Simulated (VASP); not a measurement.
Input of a VASP 6.6.1 run:

Contents of INCAR:

```
  PREC = Accurate
  ENCUT = 520
  EDIFF = 1E-6
  ISMEAR = 0
  SIGMA = 0.1
  LREAL = False
  LASPH = True
  NELM = 100
  ALGO = Normal
  ISIF = 2
  LWAVE = False
  LCHARG = False
  GGA = PE
  NBANDS = 34
```

Contents of KPOINTS:

```
regular mesh
0
Gamma
  10 10 10
```

File POSCAR:

```
Ti4Al
1.0
   -2.9444936525      2.9444936525      2.9444936525
    2.9444936525     -2.9444936525      2.9444936525
    2.9444936525      2.9444936525     -2.9444936525
Ti Al
4 1
Direct
    0.0000000000      0.0000000000      0.5000000000
    0.0000000000      0.5000000000      0.0000000000
    0.5000000000      0.0000000000      0.0000000000
    0.5000000000      0.5000000000      0.5000000000
    0.0000000000      0.0000000000      0.0000000000
```

Potentials or basis: VASP PAW PBE potentials, release 64 (Ti_sv, Al).

Run with:

```sh
$ cat potpaw_PBE.64/Ti_sv/POTCAR potpaw_PBE.64/Al/POTCAR > POTCAR
$ mpirun -np 1 vasp_std > vasp.out
```

(1) Estimate the pressure.

Results:

(1) -0.1 GPa.
